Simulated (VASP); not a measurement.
BaTiO3, 5 atoms in the cell. The structure is tetragonal, space group P4mm (No. 99). Conventional cell: a = 3.962 Å, b = 3.962 Å, c = 3.962 Å, α = 90.00°, β = 90.00°, γ = 90.00°. Ba (site symmetry 4mm) has 12 O at 2.79 to 2.81 Å and 8 Ti at 3.42 to 3.44 Å within 3.7 Å. Within 2.6 Å of Ti (site symmetry 4mm) lie 6 O at 1.94 to 2.02 Å. Within 2.6 Å of O (site symmetry 4mm) lie 2 Ti at 1.94 to 2.02 Å. O (site symmetry 2mm) has 2 Ti at 1.98 Å within 2.6 Å.  This cell differs from its parent crystal: atoms displaced along a vibrational mode, the cell strained.

- Program: VASP 6.6.1
- Task: single point
- Functional: PBE
- Potentials or basis: VASP PAW PBE potentials, release 64 (Ba_sv, Ti_sv, O)
- Cutoff: 520 eV
- k mesh: 8 × 8 × 8
- Occupations: gaussian, width 0.05 eV
- Spin: no spin polarisation
- Hubbard terms: Ti d U = 4.0 eV
- Dipole correction: no
- Further INCAR settings: ALGO = Normal; EDIFF = 1e-06; NBANDS = 28

Potentials or basis: VASP PAW PBE potentials, release 64 (Ba_sv, Ti_sv, O).

Command:

```sh
$ cat potpaw_PBE.64/Ba_sv/POTCAR potpaw_PBE.64/Ti_sv/POTCAR potpaw_PBE.64/O/POTCAR > POTCAR
$ mpirun -np 1 vasp_std > vasp.out
```

Hardware: 1 thread of Intel Xeon 8259CL, with other jobs on the host.

Question: Estimate the wall time of this run.

Answer: Run time: 2.6 min on 1 thread of Intel Xeon 8259CL, with other jobs on the host, peak memory 0.27 GiB. Counts: scf iterations 15, k points 75.
